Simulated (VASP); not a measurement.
# Ca (Fm-3m) in VASP: notebook

Ca is run at these levels: LDA; tasks: single point.

All numbers are computed with VASP 6.6.1; they aren't measurements. Logs are shortened: lines on timing, memory, paths and dates and some standing lists are left out, and cuts for length are marked.

## Step 1: The cell of the first run

Symmetry: Fm-3m, No. 225, cubic system. Conventional cell: a = 5.343 Å, b = 5.343 Å, c = 5.343 Å, α = 90.00°, β = 90.00°, γ = 90.00°. Within 5.0 Å of Ca (site symmetry m-3m) lie 12 Ca at 3.78 Å.

## Step 2: Single point, LDA

Contents of INCAR:

```
ALGO = Normal
EDIFF = 1E-6
ENCUT = 520
ISIF = 2
ISMEAR = -1
LASPH = True
LCHARG = True
LELF = True
LREAL = False
LVHAR = True
LWAVE = False
NBANDS = 11
NELM = 60
PREC = Accurate
SIGMA = 0.1
```

Contents of KPOINTS:

```
k-points
0
Gamma
  17 17 17
```

Contents of POSCAR:

```
Ca
1.0
    0.0000000000      2.6714532774      2.6714532774
    2.6714532774      0.0000000000      2.6714532774
    2.6714532774      2.6714532774      0.0000000000
Ca
1
Direct
    0.0000000000      0.0000000000      0.0000000000
```

Potentials or basis: VASP PAW LDA potentials, release 64 (Ca_sv).

Run with:

```sh
$ cat potpaw_LDA.64/Ca_sv/POTCAR > POTCAR
$ mpirun -np 1 vasp_std > vasp.out
```

OUTCAR:

```text
EDIFF = 1E-6
   ENCUT = 520
   ISIF = 2
   ISMEAR = -1
   LASPH = True
   LREAL = False
   NELM = 60
   PREC = Accurate

 ion  position               nearest neighbor table
   1  0.000  0.000  0.000-

  LATTYP: Found a face centered cubic cell.
 ALAT       =     5.3429065548

  Lattice vectors:

 A1 = (   0.0000000000,   2.6714532774,   2.6714532774)
 A2 = (   2.6714532774,   0.0000000000,   2.6714532774)
 A3 = (   2.6714532774,   2.6714532774,   0.0000000000)

Analysis of symmetry for initial positions (statically):
[... 33 lines left out ...]
                                     Primitive cell

  volume of cell :      38.1305

  direct lattice vectors                    reciprocal lattice vectors
     0.000000000  2.671453277  2.671453277    -0.187164044  0.187164044  0.187164044
     2.671453277  0.000000000  2.671453277     0.187164044 -0.187164044  0.187164044
     2.671453277  2.671453277  0.000000000     0.187164044  0.187164044 -0.187164044

  length of vectors
     3.778005456  3.778005456  3.778005456     0.324177634  0.324177634  0.324177634

  position of ions in fractional coordinates (direct lattice)
     0.000000000  0.000000000  0.000000000

  ion indices of the primitive-cell ions
   primitive index   ion index
                 1           1

----------------------------------------------------------------------------------------

 KPOINTS: k-points

Automatic generation of k-mesh.
 Grid dimensions read from file:
 generate k-points for:   17   17   17

 Generating k-lattice:

  Cartesian coordinates                     Fractional coordinates (reciprocal lattice)
    -0.011009650  0.011009650  0.011009650     0.058823529  0.000000000  0.000000000
     0.011009650 -0.011009650  0.011009650     0.000000000  0.058823529  0.000000000
     0.011009650  0.011009650 -0.011009650     0.000000000  0.000000000  0.058823529

  Length of vectors
     0.019069273  0.019069273  0.019069273

  Shift w.r.t. Gamma in fractional coordinates (k-lattice)
     0.000000000  0.000000000  0.000000000

 Subroutine IBZKPT returns following result:
 ===========================================

 Found    165 irreducible k-points:

 Following reciprocal coordinates:
            Coordinates               Weight
  0.000000  0.000000  0.000000      1.000000
  0.058824  0.000000  0.000000      8.000000
  0.117647  0.000000  0.000000      8.000000
  0.176471  0.000000  0.000000      8.000000
  0.235294  0.000000  0.000000      8.000000
  0.294118  0.000000  0.000000      8.000000
[... 35 lines left out ...]
   ENCUT  =  520.0 eV  38.22 Ry    6.18 a.u.   7.02  7.02  7.02*2*pi/ulx,y,z
   NELM   =     60;   NELMIN=  2; NELMDL= -5     # of ELM steps
   EDIFF  = 0.1E-05   stopping-criterion for ELM
   LREAL  =      F    real-space projection
   EDIFFG = 0.1E-04   stopping-criterion for IOM
   NSW    =      0    number of steps for IOM
   IBRION =     -1    ionic relax: 0-MD 1-quasi-New 2-CG
   NFREE  =      0    steps in history (QN), initial steepest desc. (CG)
   ISIF   =      2    stress and relaxation
   ISYM   =      2    0-nonsym 1-usesym 2-fastsym
   POTIM  = 0.5000    time-step for ionic-motion
   TEBEG  =    0.0;   TEEND  =   0.0 temperature during run
   PSTRESS=    0.0 pullay stress
   NELECT =      10.0000    total number of electrons
   NUPDOWN=      -1.0000    fix difference up-down
   EMIN   =  10.00;   EMAX   =-10.00  energy-range for DOS
   EFERMI =   0.00;   METHOD = LEGACY
   ISMEAR =    -1;   SIGMA  =   0.10  broadening in eV -4-tet -1-fermi 0-gaus
   EFERMI_NEDOS =   21; number of points for ismear=-14 and -15
   IALGO  =     38    algorithm
   IMIX   =      4    mixing-type and parameters
     AMIX     =   0.40;   BMIX     =  1.00
     AMIX_MAG =   1.60;   BMIX_MAG =  1.00
  volume/ion in A,a.u.               =      38.13       257.32
  Fermi-wavevector in a.u.,A,eV,Ry     =   1.047894  1.980232 14.940303  1.098081
  Thomas-Fermi vector in A             =   2.182793
   LORBIT       =      0    0 simple, 1 ext, 2 COOP (PROOUT), +10 PAW based schemes
   GGA     = CA    functional components
   LHFCALC =     F    Hartree Fock is set to
   AEXX    =    0.0000 exact exchange contribution
   IVDW    =     0    specifies the selected vdW correction
   LEPSILON=     F    determine dielectric tensor
   LRPA    =     F    only Hartree local field effects (RPA)
 non-spin polarized calculation
  energy-cutoff  :      520.00
  volume of cell :       38.13
 maximum number of plane-waves:      1038
   NGX = 13   NGY = 13   NGZ = 13

 number of electron      10.0000003 magnetization

 Free energy of the ion-electron system (eV)
  ---------------------------------------------------
  ext. energy  EPLUGINS =         0.00000000
  ---------------------------------------------------
  free energy    TOTEN  =        -2.22631996 eV

  energy without entropy =       -2.18630027  energy(sigma->0) =       -2.20631012

 E-fermi :   2.2001     XC(G=0):  -8.2981

 val. band max:        2.1986095271   @ k =  -0.3529   0.3529   0.0588
 cond. band min:       2.2211118088   @ k =  -0.4118   0.2353   0.0000
 fundamental gap:      0.0225022818
 Fermi energy:         2.2001143404

 k-point     1 :       0.0000    0.0000    0.0000
  band No.  band energies     occupation
      1     -39.1322      2.00000
      2     -20.3233      2.00000
      3     -20.3233      2.00000
      4     -20.3233      2.00000
      5      -2.0001      2.00000
      6       4.5435      0.00000
      7       4.5435      0.00000
      8       4.5435      0.00000
      9       5.7469      0.00000
     10       5.7469      0.00000
     11      11.8466      0.00000
[... 309 lines left out ...]
 k-point    24 :      -0.1176    0.0588    0.0000
  band No.  band energies     occupation
      1     -39.1275      2.00000
      2     -20.3637      2.00000
      3     -20.3339      2.00000
      4     -20.3270      2.00000
      5      -1.5949      2.00000
      6       4.1560      0.00000
      7       4.6527      0.00000
      8       4.7022      0.00000
      9       5.5265      0.00000
     10       5.7554      0.00000
     11      12.0753      0.00000

 [... further k-points ...]
[... 5 lines left out ...]
  --------------------------------------------------------------------------------------
  -------------------------------------------------------------------------------------
  Total       -0.0043051     -0.0043051     -0.0043051     -0.0000000      0.0000000     -0.0000000
  in kB       -0.1808915     -0.1808915     -0.1808915     -0.0000000      0.0000000     -0.0000000
  external PRESSURE =      -0.1808915 kB  Pullay stress =       0.0000000 kB

 VOLUME and BASIS-vectors are now :
 -----------------------------------------------------------------------------
  energy-cutoff  :      520.00
  volume of cell :       38.13
      direct lattice vectors                 reciprocal lattice vectors
     0.000000000  2.671453277  2.671453277    -0.187164044  0.187164044  0.187164044
     2.671453277  0.000000000  2.671453277     0.187164044 -0.187164044  0.187164044
     2.671453277  2.671453277  0.000000000     0.187164044  0.187164044 -0.187164044

 POSITION                                       TOTAL-FORCE (eV/Angst)
 -----------------------------------------------------------------------------------
      0.00000      0.00000      0.00000         0.000000      0.000000      0.000000
 -----------------------------------------------------------------------------------
    total drift:                               -0.000000     -0.000000     -0.000000

  FREE ENERGIE OF THE ION-ELECTRON SYSTEM (eV)
  ---------------------------------------------------
  free  energy   TOTEN  =        -2.2263199631 eV

  energy  without entropy=       -2.1863002731  energy(sigma->0) =       -2.20631012
```

OSZICAR:

```text
N       E                     dE             d eps       ncg     rms          rms(c)
DAV:   1     0.673033937553E+02    0.67303E+02   -0.50639E+03  3638   0.833E+02
DAV:   2    -0.769247162775E+00   -0.68073E+02   -0.67394E+02  3975   0.212E+02
DAV:   3    -0.217761581423E+01   -0.14084E+01   -0.13926E+01  5086   0.305E+01
DAV:   4    -0.224645456254E+01   -0.68839E-01   -0.68555E-01  4763   0.548E+00
DAV:   5    -0.224849147790E+01   -0.20369E-02   -0.20366E-02  5029   0.744E-01    0.222E+00
DAV:   6    -0.223218845255E+01    0.16303E-01   -0.14770E-02  4508   0.129E+00    0.135E+00
DAV:   7    -0.222681076432E+01    0.53777E-02   -0.19020E-02  4524   0.157E+00    0.104E-01
DAV:   8    -0.222631947918E+01    0.49129E-03   -0.21678E-03  4325   0.442E-01    0.212E-02
DAV:   9    -0.222631964096E+01   -0.16178E-06   -0.64961E-05  4467   0.766E-02    0.969E-03
DAV:  10    -0.222631996314E+01   -0.32218E-06   -0.60439E-06  5541   0.156E-02
   1 F= -.22263200E+01 E0= -.22063101E+01  d E =-.400197E-01
```

It took 25 s on 1 thread of Intel Xeon Platinum 8488C (Sapphire Rapids), shared host; peak memory 0.19 GiB.

What came out:

```
Free energy            : -2.2263 eV
Pressure               : 0.0 GPa
Band gap on the k mesh : zero (band 5 reaches 2.28 eV, above the bottom of band 6 at 2.18 eV)
```

## Step 3: Single point, LDA (volume scaled by 1.04)

Contents of INCAR:

```
SYSTEM = Ca
PREC = Accurate ; ENCUT = 520
EDIFF = 1E-7 ; ISMEAR = -1
SIGMA = 0.1 ; LREAL = .FALSE.
LASPH = .TRUE. ; NELM = 60
ALGO = Normal ; ISIF = 2
LWAVE = .FALSE. ; LCHARG = .TRUE.
GGA = CA ; LELF = .TRUE.
LVHAR = .TRUE. ; NBANDS = 11
```

Contents of KPOINTS:

```
regular mesh
0
G
  17 17 17
  0 0 0
```

Contents of POSCAR:

```
Ca
1.0
    0.0000000000      2.7066080098      2.7066080098
    2.7066080098      0.0000000000      2.7066080098
    2.7066080098      2.7066080098      0.0000000000
Ca
1
Direct
    0.0000000000      0.0000000000      0.0000000000
```

Potentials or basis: VASP PAW LDA potentials, release 64 (Ca_sv).

Run with:

```sh
$ cat potpaw_LDA.64/Ca_sv/POTCAR > POTCAR
$ mpirun -np 1 vasp_std > vasp.out
```

Wall time 30 s (1 thread of Intel Xeon Platinum 8488C (Sapphire Rapids), shared host); peak memory 0.19 GiB.

The run converged. Its results:

```
Free energy            : -2.2231 eV
Pressure               : -0.7 GPa
Band gap on the k mesh : zero (band 5 reaches 2.14 eV, above the bottom of band 6 at 1.99 eV)
```

Levels at points of the mesh, in eV from the Fermi level:
```tsv
k point	band 1	band 2	band 3	band 4	band 5	band 6	band 7	band 8	band 9	band 10
(0.00, 0.00, 0.00)	-41.42	-22.62	-22.62	-22.62	-4.13	2.29	2.29	2.29	3.44	3.44
```
